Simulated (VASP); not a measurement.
# WS2 (R3m) in VASP: notebook, part 2 of 2

VASP 6.6.1. Earlier steps stand in the parts before.

## 3. Single point, PBE (strained)

The input, INCAR:

```
  PREC = Accurate
  ENCUT = 520
  EDIFF = 1E-6
  ISMEAR = 0
  SIGMA = 0.02
  LREAL = F
  LASPH = T
  NELM = 60
  ALGO = Normal
  ISIF = 2
  LWAVE = F
  LCHARG = F
  GGA = PE
  NBANDS = 20
```

The input, KPOINTS:

```
regular mesh
0
Gamma
  12 12 12
```

The input, POSCAR:

```
WS2
1.0
    1.6262914458      0.9389398040      5.7932220335
   -1.6262914458      0.9389398040      5.7932220335
    0.0000000000     -1.8778796080      5.7932220335
W S
1 2
Direct
   -0.0066281884     -0.0066281884     -0.0066281884
    0.7569194561      0.7569194561      0.7569194561
    0.5810087323      0.5810087323      0.5810087323
```

Potentials or basis: VASP PAW PBE potentials, release 64 (W_sv, S).

Run with:

```sh
$ cat potpaw_PBE.64/W_sv/POTCAR potpaw_PBE.64/S/POTCAR > POTCAR
$ mpirun -np 1 vasp_std > vasp.out
```

OUTCAR:

```text
PREC = Accurate
   ENCUT = 520
   EDIFF = 1E-6
   ISMEAR = 0
   LREAL = F
   LASPH = T
   NELM = 60
   ISIF = 2
   GGA = PE

 ion  position               nearest neighbor table
   1  0.993  0.993  0.993-   3 2.33   3 2.33   3 2.33   2 2.52   2 2.52   2 2.52
   2  0.757  0.757  0.757-   1 2.52   1 2.52   1 2.52
   3  0.581  0.581  0.581-   1 2.33   1 2.33   1 2.33

  LATTYP: Found a trigonal (rhomboedric) cell.
 ALAT       =     6.0899797497
 COS(alpha) =     0.8573751982

  Lattice vectors:

 A1 = (   1.6262914458,   0.9389398040,   5.7932220335)
 A2 = (  -1.6262914458,   0.9389398040,   5.7932220335)
 A3 = (   0.0000000000,  -1.8778796080,   5.7932220335)

Analysis of symmetry for initial positions (statically):
=====================================================================
 Subroutine PRICEL returns:
 Original cell was already a primitive cell.

 Routine SETGRP: Setting up the symmetry group for a
 trigonal (rhombohedral) supercell.

 Subroutine GETGRP returns: Found  6 space group operations
 (whereof  6 operations were pure point group operations)
 out of a pool of 12 trial point group operations.

The static configuration has the point symmetry C_3v.

Analysis of symmetry for dynamics (positions and initial velocities):
=====================================================================
 Subroutine PRICEL returns:
 Original cell was already a primitive cell.

 Routine SETGRP: Setting up the symmetry group for a
 trigonal (rhombohedral) supercell.

 Subroutine GETGRP returns: Found  6 space group operations
 (whereof  6 operations were pure point group operations)
 out of a pool of 12 trial point group operations.

The dynamic configuration has the point symmetry C_3v.

 Subroutine INISYM returns: Found  6 space group operations
 (whereof  6 operations are pure point group operations),
[... 107 lines left out ...]
   TEBEG  =    0.0;   TEEND  =   0.0 temperature during run
   PSTRESS=    0.0 pullay stress
   NELECT =      26.0000    total number of electrons
   NUPDOWN=      -1.0000    fix difference up-down
   EMIN   =  10.00;   EMAX   =-10.00  energy-range for DOS
   EFERMI =   0.00;   METHOD = LEGACY
   ISMEAR =     0;   SIGMA  =   0.02  broadening in eV -4-tet -1-fermi 0-gaus
   EFERMI_NEDOS =   21; number of points for ismear=-14 and -15
   IALGO  =     38    algorithm
   IMIX   =      4    mixing-type and parameters
     AMIX     =   0.40;   BMIX     =  1.00
     AMIX_MAG =   1.60;   BMIX_MAG =  1.00
  volume/ion in A,a.u.               =      17.69       119.39
  Fermi-wavevector in a.u.,A,eV,Ry     =   1.290516  2.438722 22.659576  1.665432
  Thomas-Fermi vector in A             =   2.422343
   LORBIT       =      0    0 simple, 1 ext, 2 COOP (PROOUT), +10 PAW based schemes
   GGA     = PE    functional components
   LHFCALC =     F    Hartree Fock is set to
   AEXX    =    0.0000 exact exchange contribution
   IVDW    =     0    specifies the selected vdW correction
   LEPSILON=     F    determine dielectric tensor
   LRPA    =     F    only Hartree local field effects (RPA)
 non-spin polarized calculation
 Gauss-broadening in eV      SIGMA  =   0.02
  energy-cutoff  :      520.00
  volume of cell :       53.08
 maximum number of plane-waves:      1449
 NGX is ok and might be reduce to    48
   NGX = 23   NGY = 23   NGZ = 23

 number of electron      25.9999999 magnetization

 Free energy of the ion-electron system (eV)
  ---------------------------------------------------
  ext. energy  EPLUGINS =         0.00000000
  ---------------------------------------------------
  free energy    TOTEN  =       -23.14819742 eV

  energy without entropy =      -23.14819742  energy(sigma->0) =      -23.14819742

 E-fermi :   8.1812     XC(G=0): -11.0422

 val. band max:        8.1171116780   @ k =   0.5000   0.5000   0.5000
 cond. band min:       8.2537370177   @ k =  -0.3333   0.3333   0.0000
 fundamental gap:      0.1366253397
 Fermi energy:         8.1811742934

 k-point     1 :       0.0000    0.0000    0.0000
  band No.  band energies     occupation
      1     -67.1672      2.00000
      2     -31.3760      2.00000
      3     -31.2998      2.00000
      4     -31.2998      2.00000
      5      -8.0149      2.00000
      6      -5.6804      2.00000
[... 541 lines left out ...]
     19      15.2428      0.00000
     20      15.8727      0.00000

 [... further k-points ...]
[... 5 lines left out ...]
  --------------------------------------------------------------------------------------
  -------------------------------------------------------------------------------------
  Total       -0.2704866     -0.2704866      2.6260772      0.0000000     -0.0000000      0.0000000
  in kB       -8.1648597     -8.1648597     79.2703025      0.0000000     -0.0000000      0.0000000
  external PRESSURE =      20.9801944 kB  Pullay stress =       0.0000000 kB

 VOLUME and BASIS-vectors are now :
 -----------------------------------------------------------------------------
  energy-cutoff  :      520.00
  volume of cell :       53.08
      direct lattice vectors                 reciprocal lattice vectors
     1.626291446  0.938939804  5.793222034     0.307447968  0.177505167  0.057538505
    -1.626291446  0.938939804  5.793222034    -0.307447968  0.177505167  0.057538505
     0.000000000 -1.877879608  5.793222034     0.000000000 -0.355010334  0.057538505

 POSITION                                       TOTAL-FORCE (eV/Angst)
 -----------------------------------------------------------------------------------
      0.00000      0.00000     17.26447         0.000000     -0.000000      4.675656
      0.00000      0.00000     13.15501         0.000000      0.000000     -1.888560
      0.00000      0.00000     10.09774         0.000000      0.000000     -2.787095
 -----------------------------------------------------------------------------------
    total drift:                               -0.000000      0.000000     -0.000007

  FREE ENERGIE OF THE ION-ELECTRON SYSTEM (eV)
  ---------------------------------------------------
  free  energy   TOTEN  =       -23.1481974197 eV

  energy  without entropy=      -23.1481974192  energy(sigma->0) =      -23.14819742
```

OSZICAR:

```text
N       E                     dE             d eps       ncg     rms          rms(c)
DAV:   1     0.199167515179E+03    0.19917E+03   -0.13013E+04  7560   0.129E+03
DAV:   2    -0.140015445145E+02   -0.21317E+03   -0.20608E+03  8704   0.344E+02
DAV:   3    -0.244442247898E+02   -0.10443E+02   -0.10318E+02  9516   0.713E+01
DAV:   4    -0.245915874123E+02   -0.14736E+00   -0.14723E+00  9060   0.914E+00
DAV:   5    -0.245940501148E+02   -0.24627E-02   -0.24626E-02  9548   0.125E+00    0.259E+01
DAV:   6    -0.233425109754E+02    0.12515E+01   -0.78257E+00  8192   0.178E+01    0.107E+01
DAV:   7    -0.232053865620E+02    0.13712E+00   -0.18867E+00  8180   0.724E+00    0.596E+00
DAV:   8    -0.231489502148E+02    0.56436E-01   -0.33218E-01  8804   0.359E+00    0.148E+00
DAV:   9    -0.231485172237E+02    0.43299E-03   -0.13955E-02  9632   0.826E-01    0.497E-01
DAV:  10    -0.231481230677E+02    0.39416E-03   -0.31714E-03  8836   0.370E-01    0.137E-01
DAV:  11    -0.231481871032E+02   -0.64036E-04   -0.38018E-04  8676   0.121E-01    0.814E-02
DAV:  12    -0.231481868107E+02    0.29255E-06   -0.34332E-05  8952   0.410E-02    0.204E-02
DAV:  13    -0.231481976063E+02   -0.10796E-04   -0.11439E-05  8368   0.232E-02    0.830E-03
DAV:  14    -0.231481974197E+02    0.18661E-06   -0.52645E-07  6228   0.426E-03
   1 F= -.23148197E+02 E0= -.23148197E+02  d E =-.493764E-09
```

Run time: 6.3 min. Hardware: 1 thread of Intel Xeon Platinum 8259CL at 2.50GHz (Skylake/Cascade Lake), shared host; peak memory 0.44 GiB.

What came out:

```yaml
Free_energy: -23.1482 eV
Pressure: 2.1 GPa
Largest_force: 4.676 eV/Å
Band_gap_on_the_k_mesh: 0.14 eV, indirect (least direct gap 1.02 eV)
```

Forces on the atoms (eV/Å):
```
W    0.000  0.000  4.676
S    0.000  0.000 -1.889
S    0.000  0.000 -2.787
```

Stress tensor (GPa, compression positive):
```
-0.82  0.00  0.00
 0.00 -0.82  0.00
 0.00  0.00  7.93
```

Levels at points of the mesh, in eV from the valence-band top:
```tsv
k point	band 11	band 12	band 13	band 14	band 15	band 16
(0.00, 0.00, 0.00)	-2.87	-2.02	-0.48	1.15	1.15	2.22
(0.50, 0.00, 0.00)	-2.80	-2.46	-1.99	1.31	1.61	2.55
(0.50, 0.50, 0.00)	-3.49	-2.78	-2.04	1.22	1.74	2.30
(0.50, 0.50, 0.50)	-2.78	-2.78	0.00	1.02	1.02	2.25
```

Caveat: the cell differs from its parent crystal (strained); spin-orbit coupling is left out, which moves the levels of the heavy elements; forces of over 1 eV/Å act on the atoms, so gaps and moduli don't describe the material at rest. A k mesh can miss the band edges.

## 4. Single point, PBE (strained)

The input, INCAR:

```
SYSTEM = WS2
PREC = Accurate
ENCUT = 520
EDIFF = 1E-6
ISMEAR = 0
SIGMA = 0.02
LREAL = .False.
LASPH = .True.
NELM = 60
ALGO = Normal
ISIF = 2
LWAVE = .False.
LCHARG = .False.
GGA = PE
NBANDS = 20
```

The input, KPOINTS:

```
regular mesh
0
Gamma
  12 12 12
  0 0 0
```

The input, POSCAR:

```
WS2
1.0
    1.6677717859      0.9628884895      5.9551327126
   -1.6677717859      0.9628884895      5.9551327126
    0.0000000000     -1.9257769790      5.9551327126
W S
1 2
Direct
    0.0021797867      0.0021797867      0.0021797867
    0.7485894985      0.7485894985      0.7485894985
    0.5805307147      0.5805307147      0.5805307147
```

Run with:

```sh
$ cat potpaw_PBE.64/W_sv/POTCAR potpaw_PBE.64/S/POTCAR > POTCAR
$ mpirun -np 1 vasp_std > vasp.out
```

It took 6.9 min on 1 thread of Intel Xeon Platinum 8259CL at 2.50GHz (Skylake/Cascade Lake), shared host; peak memory 0.44 GiB.

The run converged. Its results:

```
Free energy            : -23.3457 eV
Pressure               : -4.4 GPa
Largest force          : 2.173 eV/Å
Band gap on the k mesh : 0.05 eV, indirect (least direct gap 1.27 eV)
```

Forces on the atoms (eV/Å):
```
W    0.000  0.000 -2.173
S    0.000  0.000  1.434
S    0.000  0.000  0.739
```

Stress tensor (GPa, compression positive):
```
-9.24  0.00  0.00
 0.00 -9.24  0.00
 0.00  0.00  5.21
```

Levels at points of the mesh, in eV from the valence-band top:
```csv
k point,band 9,band 10,band 11,band 12,band 13,band 14,band 15,band 16,band 17,band 18
"(0.00, 0.00, 0.00)",-4.39,-3.03,-3.03,-1.51,-0.61,1.27,1.27,2.09,2.09,3.36
"(0.50, 0.00, 0.00)",-5.27,-4.70,-2.67,-2.54,-1.83,1.18,1.50,2.98,3.20,3.83
"(0.50, 0.50, 0.00)",-5.12,-4.59,-3.08,-2.88,-1.79,1.11,1.50,2.55,3.73,4.70
"(0.50, 0.50, 0.50)",-4.41,-3.62,-2.99,-2.99,0.00,1.40,1.40,1.90,1.90,3.70
```

Caveat: the cell differs from its parent crystal (strained); spin-orbit coupling is left out, which moves the levels of the heavy elements; forces of over 1 eV/Å act on the atoms, so gaps and moduli don't describe the material at rest. A k mesh can miss the band edges.

## 5. Single point, PBE (strained)

The input, INCAR:

```
  PREC = Accurate
  ENCUT = 520
  EDIFF = 1E-6
  ISMEAR = 0
  SIGMA = 0.02
  LREAL = F
  LASPH = T
  NELM = 80
  ALGO = Normal
  ISIF = 2
  LWAVE = F
  LCHARG = T
  GGA = PE
  LELF = T
  LVHAR = T
  NBANDS = 20
```

The input, KPOINTS:

```
regular mesh
0
Gamma
  12 12 12
```

The input, POSCAR:

```
WS2
1.0
    1.5970957287      0.9220836489      6.6037615618
   -1.5970957287      0.9220836489      6.6037615618
    0.0000000000     -1.8441672977      6.6037615618
W S
1 2
Direct
    0.0005876814      0.0005876814      0.0005876814
    0.7539477327      0.7539477327      0.7539477327
    0.5767645858      0.5767645858      0.5767645858
```

Potentials or basis: VASP PAW PBE potentials, release 64 (W_sv, S).

Run with:

```sh
$ cat potpaw_PBE.64/W_sv/POTCAR potpaw_PBE.64/S/POTCAR > POTCAR
$ mpirun -np 1 vasp_std > vasp.out
```

OUTCAR:

```text
PREC = Accurate
   ENCUT = 520
   EDIFF = 1E-6
   ISMEAR = 0
   LREAL = F
   LASPH = T
   NELM = 80
   ISIF = 2
   GGA = PE

 ion  position               nearest neighbor table
   1  0.001  0.001  0.001-   2 2.52   2 2.52   2 2.52   3 2.57   3 2.57   3 2.57
   2  0.754  0.754  0.754-   1 2.52   1 2.52   1 2.52
   3  0.577  0.577  0.577-   1 2.57   1 2.57   1 2.57

  LATTYP: Found a trigonal (rhomboedric) cell.
 ALAT       =     6.8564290842
 COS(alpha) =     0.8914834657

  Lattice vectors:

 A1 = (   1.5970957287,   0.9220836489,   6.6037615618)
 A2 = (  -1.5970957287,   0.9220836489,   6.6037615618)
 A3 = (   0.0000000000,  -1.8441672977,   6.6037615618)

Analysis of symmetry for initial positions (statically):
=====================================================================
 Subroutine PRICEL returns:
 Original cell was already a primitive cell.

 Routine SETGRP: Setting up the symmetry group for a
 trigonal (rhombohedral) supercell.

 Subroutine GETGRP returns: Found  6 space group operations
 (whereof  6 operations were pure point group operations)
[... 158 lines left out ...]

 Free energy of the ion-electron system (eV)
  ---------------------------------------------------
  ext. energy  EPLUGINS =         0.00000000
  ---------------------------------------------------
  free energy    TOTEN  =       -23.06327674 eV

  energy without entropy =      -23.06327674  energy(sigma->0) =      -23.06327674

 E-fermi :   6.0920     XC(G=0): -10.5788

 val. band max:        5.8382536896   @ k =  -0.1667   0.5000   0.1667
 cond. band min:       6.8702277635   @ k =  -0.1667   0.1667   0.0000
 fundamental gap:      1.0319740739
 Fermi energy:         6.0919504704

 k-point     1 :       0.0000    0.0000    0.0000
  band No.  band energies     occupation
      1     -68.4787      2.00000
      2     -32.6414      2.00000
      3     -32.4595      2.00000
      4     -32.4595      2.00000
      5      -8.4125      2.00000
      6      -7.0766      2.00000
[... 541 lines left out ...]
     19      13.6322      0.00000
     20      14.6306      0.00000

 [... further k-points ...]
[... 5 lines left out ...]
  --------------------------------------------------------------------------------------
  -------------------------------------------------------------------------------------
  Total       -3.0167815     -3.0167815     -9.4691458      0.0000000     -0.0000000     -0.0000000
  in kB      -82.8343619    -82.8343619   -260.0024757      0.0000000     -0.0000000     -0.0000000
  external PRESSURE =    -141.8903998 kB  Pullay stress =       0.0000000 kB

 VOLUME and BASIS-vectors are now :
 -----------------------------------------------------------------------------
  energy-cutoff  :      520.00
  volume of cell :       58.35
      direct lattice vectors                 reciprocal lattice vectors
     1.597095729  0.922083649  6.603761562     0.313068272  0.180750051  0.050476282
    -1.597095729  0.922083649  6.603761562    -0.313068272  0.180750051  0.050476282
     0.000000000 -1.844167298  6.603761562     0.000000000 -0.361500102  0.050476282

 POSITION                                       TOTAL-FORCE (eV/Angst)
 -----------------------------------------------------------------------------------
      0.00000      0.00000      0.01164         0.000000     -0.000000     -0.711025
      0.00000      0.00000     14.93667         0.000000     -0.000000     -2.521635
      0.00000      0.00000     11.42645         0.000000      0.000000      3.232661
 -----------------------------------------------------------------------------------
    total drift:                               -0.000000      0.000000     -0.000086

  FREE ENERGIE OF THE ION-ELECTRON SYSTEM (eV)
  ---------------------------------------------------
  free  energy   TOTEN  =       -23.0632767405 eV

  energy  without entropy=      -23.0632767405  energy(sigma->0) =      -23.06327674
```

OSZICAR:

```text
N       E                     dE             d eps       ncg     rms          rms(c)
DAV:   1     0.193623445152E+03    0.19362E+03   -0.12819E+04  7560   0.128E+03
DAV:   2    -0.142238722529E+02   -0.20785E+03   -0.20090E+03  8904   0.335E+02
DAV:   3    -0.245591283676E+02   -0.10335E+02   -0.10207E+02  9472   0.695E+01
DAV:   4    -0.247185696753E+02   -0.15944E+00   -0.15930E+00  9220   0.935E+00
DAV:   5    -0.247213226218E+02   -0.27529E-02   -0.27528E-02  9416   0.129E+00    0.204E+01
DAV:   6    -0.235223606087E+02    0.11990E+01   -0.11779E+01  8344   0.197E+01    0.879E+00
DAV:   7    -0.231660339495E+02    0.35633E+00   -0.39182E+00  8132   0.980E+00    0.517E+00
DAV:   8    -0.230635758951E+02    0.10246E+00   -0.52755E-01  8620   0.446E+00    0.120E+00
DAV:   9    -0.230638188590E+02   -0.24296E-03   -0.19217E-02  9156   0.879E-01    0.563E-01
DAV:  10    -0.230632847793E+02    0.53408E-03   -0.50826E-03  8532   0.526E-01    0.939E-02
DAV:  11    -0.230632739709E+02    0.10808E-04   -0.62986E-04  8664   0.168E-01    0.829E-02
DAV:  12    -0.230632616249E+02    0.12346E-04   -0.85047E-05  8952   0.536E-02    0.244E-02
DAV:  13    -0.230632763107E+02   -0.14686E-04   -0.18570E-05  8260   0.275E-02    0.683E-03
DAV:  14    -0.230632767405E+02   -0.42976E-06   -0.40726E-06  7956   0.113E-02
   1 F= -.23063277E+02 E0= -.23063277E+02  d E =-.140113E-73
```

Wall time 13 min (1 thread of Intel Xeon Platinum 8259CL at 2.50GHz (Skylake/Cascade Lake), shared host); peak memory 0.52 GiB.

What came out:

```yaml
Free_energy: -23.0633 eV
Pressure: -14.2 GPa
Largest_force: 3.233 eV/Å
Band_gap_on_the_k_mesh: 1.03 eV, indirect (least direct gap 1.81 eV)
```

Forces on the atoms (eV/Å):
```
W    0.000  0.000 -0.711
S    0.000  0.000 -2.522
S    0.000  0.000  3.233
```

Levels at points of the mesh, in eV from the valence-band top:
```csv
k point,band 11,band 12,band 13,band 14,band 15,band 16
"(0.00, 0.00, 0.00)",-1.03,-0.91,-0.91,2.43,2.43,2.69
"(0.50, 0.00, 0.00)",-2.27,-1.13,-0.73,2.70,2.88,3.61
"(0.50, 0.50, 0.00)",-2.61,-0.94,-0.93,2.79,2.85,3.44
"(0.50, 0.50, 0.50)",-0.88,-0.88,-0.10,2.35,2.35,2.74
```

Caveat: the cell differs from its parent crystal (strained); spin-orbit coupling is left out, which moves the levels of the heavy elements; forces of over 1 eV/Å act on the atoms, so gaps and moduli don't describe the material at rest. A k mesh can miss the band edges.

## 6. Overview

| cell | gap on the mesh (eV) | pressure (GPa) | largest force (eV/Å) |
| --- | --- | --- | --- |
| a = 7.643 Å, angles 24.1°, 3 atoms | 1.64 | 0.0 | 0.01 |
| a = 6.090 Å, angles 31.0°, 3 atoms | 0.14 | 2.1 | 4.68 |
| a = 6.259 Å, angles 30.9°, 3 atoms | 0.05 | -4.4 | 2.17 |
| a = 6.856 Å, angles 26.9°, 3 atoms | 1.03 | -14.2 | 3.23 |

Alike in all rows: task single point; level PBE; potentials or basis VASP PAW PBE potentials, release 64 (W_sv, S); no spin polarisation; k mesh 12 × 12 × 12; cutoff (eV) 520; smearing gaussian 0.02 eV.

Caveats: spin-orbit coupling is left out, which moves the levels of the heavy elements; forces of over 1 eV/Å act on the atoms, so gaps and moduli don't describe the material at rest (some runs).

Absolute energies hang on the potentials; compare differences alone.
